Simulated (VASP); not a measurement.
Wanted: the native input for a VASP 6.6.1 run.

* Task: single point
* Functional: PBE-based screened hybrid
* Potentials or basis: VASP PAW PBE potentials, release 64 (Be, S)
* Cutoff: 520 eV
* k mesh: 4 × 4 × 4
* Occupations: gaussian, width 0.01 eV
* Spin: no spin polarisation
* Dipole correction: no
* Grid for exact exchange (PRECFOCK): Normal
* Share of exact exchange: 0.15
* Further INCAR settings: ALGO = Normal; EDIFF = 1e-06; NBANDS = 11
* Screening parameter: 0.2078 1/Å

The system is BeS.

```
CELL_PARAMETERS angstrom
0.00000 2.31730 2.31730
2.31730 0.00000 2.31730
2.31730 2.31730 0.00000
ATOMIC_POSITIONS crystal
Be 0.00000 0.00000 0.00000
S 0.50000 0.50000 0.50000
```

One way to write it, as run:

POSCAR

```
BeS
1.0
    0.0000000000      2.3172971951      2.3172971951
    2.3172971951      0.0000000000      2.3172971951
    2.3172971951      2.3172971951      0.0000000000
Be S
1 1
Direct
    0.0000000000      0.0000000000      0.0000000000
    0.5000000000      0.5000000000      0.5000000000
```

INCAR.step1

```
PREC = Accurate
ENCUT = 520
EDIFF = 1E-5
ISMEAR = 0
SIGMA = 0.01
LREAL = F
LASPH = T
NELM = 100
ALGO = Normal
ISIF = 2
LWAVE = T
LCHARG = F
NBANDS = 11
GGA = PE
```

INCAR.step2

```
PREC = Accurate
ENCUT = 520
EDIFF = 1E-6
ISMEAR = 0
SIGMA = 0.01
LREAL = F
LASPH = T
NELM = 100
ALGO = Normal
ISIF = 2
LWAVE = F
LCHARG = F
GGA = PE
LHFCALC = T
AEXX = 0.15
HFSCREEN = 0.2078
PRECFOCK = Normal
NBANDS = 11
ISTART = 1
```

KPOINTS

```
regular mesh
0
Gamma
  4 4 4
```

Potentials or basis: VASP PAW PBE potentials, release 64 (Be, S).

Run with:

```bash
$ cat potpaw_PBE.64/Be/POTCAR potpaw_PBE.64/S/POTCAR > POTCAR
$ cp INCAR.step1 INCAR
$ mpirun -np 1 vasp_std > vasp.out
$ cp INCAR.step2 INCAR
$ mpirun -np 1 vasp_std > vasp.out
```

It gave:

| Property | Result |
| --- | --- |
| Pressure | -0.1 GPa |
| Band gap on the k mesh | 1.73 eV, indirect (least direct gap 4.77 eV) |

Caveat: the k points lie up to 0.59 Å⁻¹ apart; the PAW data sets were made with another functional, which shifts forces and pressure a little.

Wall time 53 s on 1 thread of Intel(R) Xeon(R) Platinum 8488C (Sapphire Rapids), on a shared host, peak memory 0.23 GiB.
